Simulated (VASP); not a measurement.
A run of VASP 6.6.1 is set up as follows.

Contents of INCAR:

```
SYSTEM = AlP
PREC = Accurate ; ENCUT = 500
EDIFF = 1E-6 ; ISMEAR = 0
SIGMA = 0.1 ; LREAL = .False.
LASPH = .True. ; NELM = 120
ALGO = Normal ; ISIF = 2
LWAVE = .False. ; LCHARG = .True.
GGA = PS ; LELF = .True.
LVHAR = .True. ; NBANDS = 11
GGA_COMPAT = .False.
```

KPOINTS

```
regular mesh
0
Gamma
  6 6 6
  0 0 0
```

File POSCAR:

```
AlP
1.0
    0.0000000000      2.7114245977      2.7114245977
    2.7114245977      0.0000000000      2.7114245977
    2.7114245977      2.7114245977      0.0000000000
Al P
1 1
Direct
    0.0000000000      0.0000000000      0.0000000000
    0.2500000000      0.2500000000      0.2500000000
```

Potentials or basis: VASP PAW PBE potentials, release 64 (Al, P).

The run is started by

```bash
$ cat potpaw_PBE.64/Al/POTCAR potpaw_PBE.64/P/POTCAR > POTCAR
$ mpirun -np 1 vasp_std > vasp.out
```

Problem. What does it give for the band gap on the k mesh?

Solution. 1.39 eV (least direct gap 3.38 eV).

Problem. Estimate the pressure.

Solution. 2.5 GPa.

Caveat: the PAW data sets were made with another functional, which shifts forces and pressure a little. A k mesh can miss the band edges.
